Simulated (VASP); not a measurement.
A run of VASP 6.6.1 is set up as follows.

INCAR

```
ALGO = Normal ; EDIFF = 1E-6
ENCUT = 520 ; GGA = PE
ISIF = 2 ; ISMEAR = 0
LASPH = T ; LCHARG = T
LELF = T ; LREAL = F
LVHAR = T ; LWAVE = F
NBANDS = 16 ; NELM = 60
PREC = Accurate ; SIGMA = 0.05
```

The input KPOINTS:

```
k-points
0
Gamma
  10 10 10
```

POSCAR

```
SrRe
1.0
    3.5888577614      0.0000000000      0.0000000000
    0.0000000000      3.5888577614      0.0000000000
    0.0000000000      0.0000000000      3.5888577614
Sr Re
1 1
Direct
    0.0000000000      0.0000000000      0.0000000000
    0.5000000000      0.5000000000      0.5000000000
```

Potentials or basis: VASP PAW PBE potentials, release 64 (Sr_sv, Re).

The run is started by

```sh
$ cat potpaw_PBE.64/Sr_sv/POTCAR potpaw_PBE.64/Re/POTCAR > POTCAR
$ mpirun -np 1 vasp_std > vasp.out
```

Q: Predict the pressure.

A: 2.9 GPa.
